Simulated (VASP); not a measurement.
PtS2, 3 atoms in the cell. The structure is trigonal, space group P-3m1 (No. 164). The conventional cell has a = 3.646 Å, b = 3.646 Å, c = 7.253 Å, α = 90.00°, β = 90.00°, γ = 120.00°. Pt (site symmetry -3m) has 6 S at 2.51 Å within 3.3 Å. Within 3.3 Å of S (site symmetry 3m) lie 3 Pt at 2.51 Å. 

| Quantity | Value |
| --- | --- |
| Program | VASP 6.6.1 |
| Task | relaxation of the atoms |
| Functional | PBE |
| Potentials or basis | VASP PAW PBE potentials, release 64 (Pt, S) |
| Cutoff | 520 eV |
| k mesh | 12 × 12 × 6 |
| Occupations | gaussian, width 0.05 eV |
| Spin | no spin polarisation |
| Dipole correction | no |
| Further INCAR settings | ALGO = Normal; EDIFF = 1e-07; IBRION = 2; EDIFFG = -0.01; NSW = 50 |

Potentials or basis: VASP PAW PBE potentials, release 64 (Pt, S).

Command:

```console
$ cat potpaw_PBE.64/Pt/POTCAR potpaw_PBE.64/S/POTCAR > POTCAR
$ mpirun -np 1 vasp_std > vasp.out
```

Hardware: 1 thread of Intel(R) Xeon(R) 6975P-C (Granite Rapids), with other jobs on the host.

Task: Estimate the wall time of this run.

Result: Run time: 2.9 min on 1 thread of Intel(R) Xeon(R) 6975P-C (Granite Rapids) (shared host), peak memory 0.28 GiB. Counts: scf iterations 46, k points 100, ion steps 5.
